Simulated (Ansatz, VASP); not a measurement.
## One calculation of SnSe, two programs

```
CELL_PARAMETERS angstrom
0.00000 2.88229 2.88229
2.88229 0.00000 2.88229
2.88229 2.88229 0.00000
ATOMIC_POSITIONS crystal
Sn 0.00000 0.00000 0.00000
Se 0.50000 0.50000 0.50000
```

Change from the starting cell: volume scaled by 0.86, to set the pressure.

Alike in both runs: task single point; functional PBE; k mesh 13 × 13 × 13; occupations fermi-dirac, width 0.1 eV; no spin polarisation.

|  | VASP | Ansatz |
| --- | --- | --- |
| version | VASP 6.6.1 | Ansatz 0.2.0 |
| potentials or method | VASP PAW PBE potentials, release 64 (Sn_d, Se) | PAW with Ansatz's default frozen-core files, scalar-relativistic |
| plane-wave cutoff (eV) | 520 | 420 |
| valence electrons in the cell | 20 | 30 |

```tsv
	VASP	Ansatz	Ansatz less VASP
pressure (GPa)	10.0	10.0	-0.01
```

The functional is the same, so the differences come from potentials, cutoffs and numerics. VASP's potentials hold 20 valence electrons a cell and Ansatz's 30, so a difference there can come from the potentials and not from the codes.
